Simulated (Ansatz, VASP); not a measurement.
Given: the input of a run of Ansatz 0.2.0 on AlN.

input.yaml

```yaml
crystal:
  lattice:
    - [0.0, 2.034518, 2.034518]
    - [2.034518, 0.0, 2.034518]
    - [2.034518, 2.034518, 0.0]
  atoms:
    - { symbol: Al, position: [0.5, 0.5, 0.5] }
    - { symbol: "N", position: [0.0, 0.0, 0.0] }
kpoints:
  mp_grid: { grid: [11, 11, 11] }
scf:
  occupations: { method: gaussian, width: 0.05 }
hamiltonian:
  xc: pbe
  pseudopotentials: { kind: all_electron, lapw: { basis_error: 0.001 } }
output:
  forces: true
  stress: true
  eigenvalues: true
```

Potentials or basis: all-electron LAPW, scalar-relativistic.

Run with:

```sh
$ ansatz run input.yaml --threads 1 --pin off --max-ram 3072MiB --backend cpu --events-out ev --progress --plain --runs-dir out
```

Q: Set up the same calculation for VASP 6.6.1. Potentials there: VASP PAW PBE potentials, release 64 (Al, N).

A: As run (the cutoff follows the program's own potentials):

INCAR

```
SYSTEM = AlN
PREC = Accurate
ENCUT = 520
EDIFF = 1E-6
ISMEAR = 0
SIGMA = 0.05
LREAL = .FALSE.
LASPH = .TRUE.
NELM = 60
ALGO = Normal
ISIF = 2
LWAVE = .FALSE.
LCHARG = .FALSE.
GGA = PE
NBANDS = 11
```

KPOINTS

```
regular mesh
0
G
  11 11 11
  0 0 0
```

File POSCAR:

```
AlN
1.0
    0.0000000000      2.0345180000      2.0345180000
    2.0345180000      0.0000000000      2.0345180000
    2.0345180000      2.0345180000      0.0000000000
Al N
1 1
Direct
    0.5000000000      0.5000000000      0.5000000000
    0.0000000000      0.0000000000      0.0000000000
```

Potentials or basis: VASP PAW PBE potentials, release 64 (Al, N).

The run is started by

```console
$ cat potpaw_PBE.64/Al/POTCAR potpaw_PBE.64/N/POTCAR > POTCAR
$ mpirun -np 1 vasp_std > vasp.out
```

Both were run:

|  | VASP | Ansatz | Ansatz less VASP |
| --- | --- | --- | --- |
| gap on the k mesh at the Fermi level (eV) | 4.55 | 4.57 | +0.018 |
| least direct gap on the mesh (eV) | 5.41 | 5.41 | +0.007 |
| pressure (GPa) | 0.0 | 0.3 | +0.33 |

Ansatz ran all-electron here, and VASP with PAW potentials.
